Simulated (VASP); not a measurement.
Runs of VASP 6.6.1 on Ru. The structure is that of space group P6/mmm (No. 191), or close to it. The cells are those of the table. 

```csv
task,cell,cutoff (eV),gap on the mesh (eV),pressure (GPa)
single point,"a = 2.180, b = 2.180, c = 2.034 Å, angles 90.0, 90.0, 120.0°, 1 atom",520,none,526.5
relaxation of cell and atoms,"relaxed to 510 GPa from a = 2.180, b = 2.180, c = 2.034 Å, angles 90.0, 90.0, 120.0°, 1 atom",600,none,509.9
single point,"a = 2.181, b = 2.181, c = 2.034 Å, angles 90.0, 90.0, 120.0°, 1 atom",520,none,(a)
relaxation of cell and atoms,"relaxed to 510 GPa from a = 2.170, b = 2.170, c = 2.040 Å, angles 90.0, 90.0, 120.0°, 1 atom",600,none,509.9
```

Alike in all rows: level LDA; potentials or basis VASP PAW LDA potentials, release 64 (Ru_pv); no spin polarisation; k mesh 20 × 20 × 19; smearing fermi-dirac 0.1 eV.

Task: Estimate the missing entries.

Result: (a) 525.0.

Caveats: the cell is relaxed towards a set pressure, so the enthalpy falls and the energy may rise (some runs).

A k mesh can miss the band edges, and the runs leave out spin-orbit coupling on Ru.

A gap of «none» marks levels without a gap at the run's occupations.
